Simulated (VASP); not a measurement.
# SnO2 in VASP: a series of runs

Runs on SnO2. Level: PBE. Tasks: single point.

Program: VASP 6.6.1. These are calculated values, not measurements. Logs are shortened: lines on timing, memory, paths and dates and some standing lists are left out, and cuts for length are marked.

## 1. The cell of the first run

The cell holds a slab with vacuum, 24 atoms: a = 6.476 Å, b = 6.827 Å, c = 22.054 Å, α = 90.00°, β = 90.00°, γ = 90.00°.

## 2. Single point, PBE

The input, INCAR:

```
  PREC = Accurate
  ENCUT = 520
  EDIFF = 1E-6
  ISMEAR = 0
  SIGMA = 0.05
  LREAL = Auto
  LASPH = True
  NELM = 60
  ALGO = Normal
  ISIF = 2
  LWAVE = False
  LCHARG = True
  LDIPOL = True
  IDIPOL = 3
  DIPOL = 0.5 0.5 0.502
  GGA = PE
  LELF = True
  LVHAR = True
  LVACPOTAV = True
  NBANDS = 122
```

The input, KPOINTS:

```
Automatic mesh
0
Gamma
  3 2 1
```

The input, POSCAR:

```
SnO2
1.0
    6.4759818732      0.0000000000      0.0000000000
    0.0000000000      6.8274058871      0.0000000000
    0.0000000000      0.0000000000     22.0544740799
O Sn
16 8
Direct
    0.0000000000      0.0000000000      0.3627381896
    0.5000000000      0.0000000000      0.3627381896
    0.2500000000      0.3066050869      0.4226074734
    0.7500000000      0.3066050869      0.4226074734
    0.2500000000      0.6933949131      0.4226074734
    0.7500000000      0.6933949131      0.4226074734
    0.0000000000      0.0000000000      0.4824767572
    0.5000000000      0.0000000000      0.4824767572
    0.0000000000      0.5000000000      0.5165401517
    0.5000000000      0.5000000000      0.5165401517
    0.2500000000      0.8145040978      0.5862213190
    0.7500000000      0.8145040978      0.5862213190
    0.2500000000      0.1854959022      0.5862213190
    0.7500000000      0.1854959022      0.5862213190
    0.0000000000      0.5000000000      0.6377116226
    0.5000000000      0.5000000000      0.6377116226
    0.0000000000      0.5000000000      0.4226074734
    0.5000000000      0.5000000000      0.4226074734
    0.2500000000      0.0000000000      0.4226074734
    0.7500000000      0.0000000000      0.4226074734
    0.0000000000      0.0000000000      0.5738759120
    0.5000000000      0.0000000000      0.5738759120
    0.2500000000      0.5000000000      0.5841929626
    0.7500000000      0.5000000000      0.5841929626
```

Potentials or basis: VASP PAW PBE potentials, release 64 (O, Sn_d).

The run is started by

```console
$ cat potpaw_PBE.64/O/POTCAR potpaw_PBE.64/Sn_d/POTCAR > POTCAR
$ mpirun -np 1 vasp_std > vasp.out
```

OUTCAR:

```text
PREC = Accurate
   ENCUT = 520
   EDIFF = 1E-6
   ISMEAR = 0
   LREAL = Auto
   LASPH = True
   NELM = 60
   ISIF = 2
   GGA = PE

 ion  position               nearest neighbor table
   1  0.000  0.000  0.363-  19 2.09  20 2.09
   2  0.500  0.000  0.363-  19 2.09  20 2.09
   3  0.250  0.307  0.423-  17 2.09  18 2.09  19 2.09
   4  0.750  0.307  0.423-  17 2.09  18 2.09  20 2.09
   5  0.250  0.693  0.423-  17 2.09  18 2.09  19 2.09
   6  0.750  0.693  0.423-  17 2.09  18 2.09  20 2.09
   7  0.000  0.000  0.482-  21 2.02  20 2.09  19 2.09
   8  0.500  0.000  0.482-  22 2.02  20 2.09  19 2.09
   9  0.000  0.500  0.517-  17 2.07  23 2.20  24 2.20
  10  0.500  0.500  0.517-  18 2.07  23 2.20  24 2.20
  11  0.250  0.815  0.586-  21 2.07  22 2.07  23 2.15
  12  0.750  0.815  0.586-  21 2.07  22 2.07  24 2.15
  13  0.250  0.185  0.586-  21 2.07  22 2.07  23 2.15
  14  0.750  0.185  0.586-  21 2.07  22 2.07  24 2.15
  15  0.000  0.500  0.638-  23 2.00  24 2.00
  16  0.500  0.500  0.638-  23 2.00  24 2.00
  17  0.000  0.500  0.423-   9 2.07   4 2.09   5 2.09   6 2.09   3 2.09  18 3.24  18 3.24
  18  0.500  0.500  0.423-  10 2.07   4 2.09   5 2.09   6 2.09   3 2.09  17 3.24  17 3.24
  19  0.250  0.000  0.423-   1 2.09   2 2.09   7 2.09   8 2.09   3 2.09   5 2.09  20 3.24  20 3.24
                            22 3.71  21 3.71
  20  0.750  0.000  0.423-   1 2.09   2 2.09   7 2.09   8 2.09   4 2.09   6 2.09  19 3.24  19 3.24
                            22 3.71  21 3.71
  21  0.000  0.000  0.574-   7 2.02  11 2.07  12 2.07  13 2.07  14 2.07  22 3.24  22 3.24  19 3.71
                            20 3.71
  22  0.500  0.000  0.574-   8 2.02  11 2.07  12 2.07  13 2.07  14 2.07  21 3.24  21 3.24  19 3.71
                            20 3.71
  23  0.250  0.500  0.584-  15 2.00  16 2.00  11 2.15  13 2.15   9 2.20  10 2.20  24 3.24  24 3.24
[... 10 lines left out ...]
 A1 = (   6.4759818732,   0.0000000000,   0.0000000000)
 A2 = (   0.0000000000,   6.8274058871,   0.0000000000)
 A3 = (   0.0000000000,   0.0000000000,  22.0544740799)

Analysis of symmetry for initial positions (statically):
=====================================================================
 Subroutine PRICEL returns following result:

  LATTYP: Found a simple orthorhombic cell.
 ALAT       =     3.2379909366
 B/A-ratio  =     2.1085315002
 C/A-ratio  =     6.8111599173

  Lattice vectors:

 A1 = (   3.2379909366,   0.0000000000,   0.0000000000)
 A2 = (   0.0000000000,   6.8274058871,   0.0000000000)
 A3 = (   0.0000000000,   0.0000000000,  22.0544740799)

   2 primitive cells build up your supercell.

 Routine SETGRP: Setting up the symmetry group for a
 simple orthorhombic supercell.

 Subroutine GETGRP returns: Found  4 space group operations
 (whereof  4 operations were pure point group operations)
 out of a pool of  8 trial point group operations.

The static configuration has the point symmetry C_2v.

Analysis of symmetry for dynamics (positions and initial velocities):
=====================================================================
 Subroutine PRICEL returns following result:

  LATTYP: Found a simple orthorhombic cell.
 ALAT       =     3.2379909366
 B/A-ratio  =     2.1085315002
 C/A-ratio  =     6.8111599173

  Lattice vectors:

 A1 = (   3.2379909366,   0.0000000000,   0.0000000000)
 A2 = (   0.0000000000,   6.8274058871,   0.0000000000)
 A3 = (   0.0000000000,   0.0000000000,  22.0544740799)

   2 primitive cells build up your supercell.

 Routine SETGRP: Setting up the symmetry group for a
 simple orthorhombic supercell.

 Subroutine GETGRP returns: Found  4 space group operations
 (whereof  4 operations were pure point group operations)
 out of a pool of  8 trial point group operations.

The dynamic configuration has the point symmetry C_2v.

 Subroutine INISYM returns: Found  4 space group operations
 (whereof  4 operations are pure point group operations),
 and found     2 'primitive' translations

----------------------------------------------------------------------------------------

                                     Primitive cell

  volume of cell :     487.5600

  direct lattice vectors                    reciprocal lattice vectors
[... 23 lines left out ...]
                 1           1
                 2           3
                 3           5
                 4           7
                 5           9
                 6          11
                 7          13
                 8          15
                 9          17
                10          19
                11          21
                12          23

----------------------------------------------------------------------------------------

 KPOINTS: Automatic mesh

Automatic generation of k-mesh.
 Grid dimensions read from file:
 generate k-points for:    3    2    1

 Generating k-lattice:

  Cartesian coordinates                     Fractional coordinates (reciprocal lattice)
     0.051472246  0.000000000  0.000000000     0.333333333  0.000000000  0.000000000
     0.000000000  0.073234257  0.000000000     0.000000000  0.500000000  0.000000000
     0.000000000  0.000000000  0.045342274     0.000000000  0.000000000  1.000000000

  Length of vectors
     0.051472246  0.073234257  0.045342274

  Shift w.r.t. Gamma in fractional coordinates (k-lattice)
     0.000000000  0.000000000  0.000000000

 Subroutine IBZKPT returns following result:
 ===========================================

 Found      4 irreducible k-points:

 Following reciprocal coordinates:
            Coordinates               Weight
  0.000000  0.000000  0.000000      1.000000
  0.333333  0.000000  0.000000      2.000000
  0.000000  0.500000  0.000000      1.000000
  0.333333  0.500000  0.000000      2.000000
   k-points           NKPTS =      4   k-points in BZ     NKDIM =      4   number of bands    NBANDS=    122
   number of dos      NEDOS =    301   number of ions     NIONS =     24
   total plane-waves  NPLWV = 435456
   dimension x,y,z NGX =    48 NGY =   54 NGZ =  168
   dimension x,y,z NGXF=    96 NGYF=  108 NGZF=  336
   ions per type =              16   8
   NGX,Y,Z   is equivalent  to a cutoff of  12.32, 13.15, 12.66 a.u.
   NGXF,Y,Z  is equivalent  to a cutoff of  24.64, 26.30, 25.33 a.u.
 SYSTEM =  unknown system
   PREC   = accura    normal or accurate (medium, high low for compatibility)
   ISTART =      0    job   : 0-new  1-cont  2-samecut
   ICHARG =      2    charge: 1-file 2-atom 10-const
   ISPIN  =      1    spin polarized calculation?
   LNONCOLLINEAR =      F non collinear calculations
   LSORBIT =      F    spin-orbit coupling
   LASPH  =      T    aspherical Exc in radial PAW
   ENCUT  =  520.0 eV  38.22 Ry    6.18 a.u.  12.04 12.69 41.01*2*pi/ulx,y,z
   NELM   =     60;   NELMIN=  2; NELMDL= -5     # of ELM steps
   EDIFF  = 0.1E-05   stopping-criterion for ELM
   LREAL  =      T    real-space projection
   EDIFFG = 0.1E-04   stopping-criterion for IOM
   NSW    =      0    number of steps for IOM
[... 5 lines left out ...]
   TEBEG  =    0.0;   TEEND  =   0.0 temperature during run
   PSTRESS=    0.0 pullay stress
   NELECT =     208.0000    total number of electrons
   NUPDOWN=      -1.0000    fix difference up-down
   EMIN   =  10.00;   EMAX   =-10.00  energy-range for DOS
   EFERMI =   0.00;   METHOD = LEGACY
   ISMEAR =     0;   SIGMA  =   0.05  broadening in eV -4-tet -1-fermi 0-gaus
   EFERMI_NEDOS =   21; number of points for ismear=-14 and -15
   IALGO  =     38    algorithm
   IMIX   =      4    mixing-type and parameters
     AMIX     =   0.40;   BMIX     =  1.00
     AMIX_MAG =   1.60;   BMIX_MAG =  1.00
  volume/ion in A,a.u.               =      40.63       274.18
  Fermi-wavevector in a.u.,A,eV,Ry     =   0.978160  1.848454 13.018015  0.956797
  Thomas-Fermi vector in A             =   2.108914
   LORBIT       =      0    0 simple, 1 ext, 2 COOP (PROOUT), +10 PAW based schemes
   GGA     = PE    functional components
   LHFCALC =     F    Hartree Fock is set to
   AEXX    =    0.0000 exact exchange contribution
   IVDW    =     0    specifies the selected vdW correction
   LEPSILON=     F    determine dielectric tensor
   LRPA    =     F    only Hartree local field effects (RPA)
 non-spin polarized calculation
 Gauss-broadening in eV      SIGMA  =   0.05
  energy-cutoff  :      520.00
  volume of cell :      975.12
 maximum number of plane-waves:     26304
   NGX = 25   NGY = 25   NGZ = 83

 dipolmoment           0.000000      0.000000     -0.000004 electrons x Angstroem

 number of electron     208.0000025 magnetization

 dipolmoment           0.000000      0.000000      0.062756 electrons x Angstroem

 Free energy of the ion-electron system (eV)
  ---------------------------------------------------
  ext. energy  EPLUGINS =         0.00000000
  ---------------------------------------------------
  free energy    TOTEN  =      -142.82253547 eV

  energy without entropy =     -142.82253547  energy(sigma->0) =     -142.82253547

 E-fermi :  -2.6646     XC(G=0):  -3.9900

 val. band max:       -2.8862744174   @ k =   0.3333   0.0000   0.0000
 cond. band min:      -2.4506200034   @ k =   0.0000   0.0000   0.0000
 fundamental gap:      0.4356544140
 Fermi energy:        -2.6645599911

 k-point     1 :       0.0000    0.0000    0.0000
  band No.  band energies     occupation
      1     -24.8986      2.00000
      2     -24.8563      2.00000
      3     -24.7675      2.00000
      4     -24.7265      2.00000
      5     -24.4539      2.00000
      6     -24.4277      2.00000
[... 465 lines left out ...]
    115       3.3889      0.00000
    116       3.6358      0.00000
 [bands above 116 left out]

------------------------ aborting loop because EDIFF is reached ----------------------------------------

  FORCE on cell =-STRESS in cart. coord.  units (eV):
  Direction    XX          YY          ZZ          XY          YZ          ZX
  --------------------------------------------------------------------------------------
  -------------------------------------------------------------------------------------
  Total      -11.4748362     10.1314594     -0.1126153      0.0000000      0.0000000      0.0000000
  in kB      -18.8538055     16.6465615     -0.1850333      0.0000000      0.0000000      0.0000000
  external PRESSURE =      -0.7974258 kB  Pullay stress =       0.0000000 kB

 VOLUME and BASIS-vectors are now :
 -----------------------------------------------------------------------------
  energy-cutoff  :      520.00
  volume of cell :      975.12
      direct lattice vectors                 reciprocal lattice vectors
     6.475981873  0.000000000  0.000000000     0.154416739  0.000000000  0.000000000
     0.000000000  6.827405887  0.000000000     0.000000000  0.146468515  0.000000000
     0.000000000  0.000000000 22.054474080     0.000000000  0.000000000  0.045342274

 POSITION                                       TOTAL-FORCE (eV/Angst)
 -----------------------------------------------------------------------------------
      0.00000      0.00000      8.00000         0.000000     -0.000000      1.224422
      3.23799      0.00000      8.00000         0.000000     -0.000000      1.224422
      1.61900      2.09332      9.32039        -0.000000      1.047360     -0.769291
      4.85699      2.09332      9.32039        -0.000000      1.047360     -0.769291
      1.61900      4.73409      9.32039        -0.000000     -1.047360     -0.769291
      4.85699      4.73409      9.32039        -0.000000     -1.047360     -0.769291
[... 16 lines left out ...]
      1.61900      3.41370     12.88407         0.000000     -0.000000     -0.033276
      4.85699      3.41370     12.88407         0.000000     -0.000000     -0.033276
 -----------------------------------------------------------------------------------
    total drift:                                0.000000      0.000000     -0.078693

  FREE ENERGIE OF THE ION-ELECTRON SYSTEM (eV)
  ---------------------------------------------------
  free  energy   TOTEN  =      -142.8225354742 eV

  energy  without entropy=     -142.8225354741  energy(sigma->0) =     -142.82253547

 vacuum level on the upper side and lower side of the slab         4.227         3.970
```

Run time: 30 min. Hardware: 1 thread of Intel Xeon 8259CL, shared host; peak memory 0.95 GiB.

What came out:

```
Free energy            : -142.8225 eV
Largest force          : 3.216 eV/Å
Band gap on the k mesh : 0.44 eV
```

Forces on the atoms (eV/Å):
```
O    0.000  0.000  1.224
O    0.000  0.000  1.224
O    0.000  1.047 -0.769
O    0.000  1.047 -0.769
O    0.000 -1.047 -0.769
O    0.000 -1.047 -0.769
O    0.000  0.000  1.000
O    0.000  0.000  1.000
O    0.000  0.000  0.073
O    0.000  0.000  0.073
O    0.000 -0.016  0.008
O    0.000 -0.016  0.008
O    0.000  0.016  0.008
O    0.000  0.016  0.008
O    0.000  0.000  0.063
O    0.000  0.000  0.063
Sn   0.000  0.000  2.380
Sn   0.000  0.000  2.380
Sn   0.000  0.000 -3.216
Sn   0.000  0.000 -3.216
Sn   0.000  0.000  0.032
Sn   0.000  0.000  0.032
Sn   0.000  0.000 -0.033
Sn   0.000  0.000 -0.033
```

Caveat: the k points lie up to 0.46 Å⁻¹ apart; semilocal functionals underestimate gaps, and a narrow one can read as zero; spin-orbit coupling is left out, which moves the levels of the heavy elements.

## 3. Single point, PBE

This run uses another cell than the first one.

The input, INCAR:

```
SYSTEM = SnO2
  PREC = Accurate
  ENCUT = 520
  EDIFF = 1E-6
  ISMEAR = 0
  SIGMA = 0.05
  LREAL = Auto
  LASPH = .TRUE.
  NELM = 100
  ALGO = Normal
  ISIF = 2
  LWAVE = .FALSE.
  LCHARG = .FALSE.
  LDIPOL = .TRUE.
  IDIPOL = 3
  DIPOL = 0.5 0.5 0.431
  GGA = PE
  NBANDS = 122
```

The input, KPOINTS:

```
regular mesh
0
G
  3 2 1
  0 0 0
```

The input, POSCAR:

```
SnO2
1.0
    6.4759818732      0.0000000000      0.0000000000
    0.0000000000      6.8274058871      0.0000000000
    0.0000000000      0.0000000000     25.6599740799
O Sn
16 8
Direct
    0.0000000000      0.0000000000      0.3117696057
    0.5000000000      0.0000000000      0.3117696057
    0.2500000000      0.3066050869      0.3632266166
    0.7500000000      0.3066050869      0.3632266166
    0.2500000000      0.6933949131      0.3632266166
    0.7500000000      0.6933949131      0.3632266166
    0.0000000000      0.0000000000      0.4146836276
    0.5000000000      0.0000000000      0.4146836276
   -0.0000044076      0.5112440964      0.4437687448
    0.4999996492      0.5072660125      0.4445175255
    0.2488731006      0.8155102384      0.5056074568
    0.7511588011      0.8155107766      0.5056088116
    0.2420898513      0.1907953225      0.4981953635
    0.7579542065      0.1907991693      0.4982008507
   -0.0000110102      0.4979687485      0.5486145071
    0.4999974339      0.4828477158      0.5485718118
    0.0000000000      0.5000000000      0.3632266166
    0.5000000000      0.5000000000      0.3632266166
    0.2500000000      0.0000000000      0.3632266166
    0.7500000000      0.0000000000      0.3632266166
    0.0000152987     -0.0014268550      0.4917372544
    0.5000304703      0.0064478230      0.4960889291
    0.2479622722      0.5022214479      0.5009358790
    0.7520305173      0.5022214806      0.5009350554
```

Potentials or basis: VASP PAW PBE potentials, release 64 (O, Sn_d).

The run is started by

```console
$ cat potpaw_PBE.64/O/POTCAR potpaw_PBE.64/Sn_d/POTCAR > POTCAR
$ mpirun -np 1 vasp_std > vasp.out
```

It took 21 min on 1 thread of Intel Xeon Platinum 8488C (Sapphire Rapids), shared host; peak memory 1.1 GiB.

It converged, with:

```yaml
Free_energy: -142.6621 eV
Largest_force: 3.070 eV/Å
Band_gap_on_the_k_mesh: 0.40 eV
```

Forces in eV/Å, atoms in the order of the input:
```
O    0.000  0.023  1.234
O    0.000  0.019  1.158
O   -0.030  1.101 -0.710
O    0.030  1.101 -0.710
O   -0.006 -1.088 -0.806
O    0.006 -1.088 -0.806
O    0.000 -0.131  0.362
O    0.001 -0.039  1.639
O    0.000 -0.017 -0.013
O    0.000 -0.001 -0.241
O    0.297  0.310  0.101
O   -0.297  0.310  0.101
O    0.491 -0.311  0.252
O   -0.492 -0.311  0.252
O    0.001  0.044 -0.301
O    0.000  0.127 -0.554
Sn   0.000  0.096  2.199
Sn   0.000  0.096  2.451
Sn   0.180 -0.027 -3.064
Sn  -0.180 -0.027 -3.064
Sn   0.002 -0.118  0.453
Sn  -0.003  0.060 -1.176
Sn   0.419 -0.063  0.622
Sn  -0.419 -0.063  0.622
```

Levels at points of the mesh, in eV from the valence-band top:
| k point | band 100 | band 101 | band 102 | band 103 | band 104 | band 105 | band 106 | band 107 | band 108 | band 109 |
| --- | --- | --- | --- | --- | --- | --- | --- | --- | --- | --- |
| (0.00, 0.00, 0.00) | -0.47 | -0.28 | -0.18 | -0.05 | -0.01 | 0.40 | 1.14 | 2.07 | 3.10 | 3.72 |
| (0.00, 0.50, 0.00) | -0.52 | -0.41 | -0.28 | -0.20 | -0.04 | 1.05 | 1.44 | 2.14 | 3.21 | 3.44 |

Caveat: the k points lie up to 0.46 Å⁻¹ apart; semilocal functionals underestimate gaps, and a narrow one can read as zero; spin-orbit coupling is left out, which moves the levels of the heavy elements.
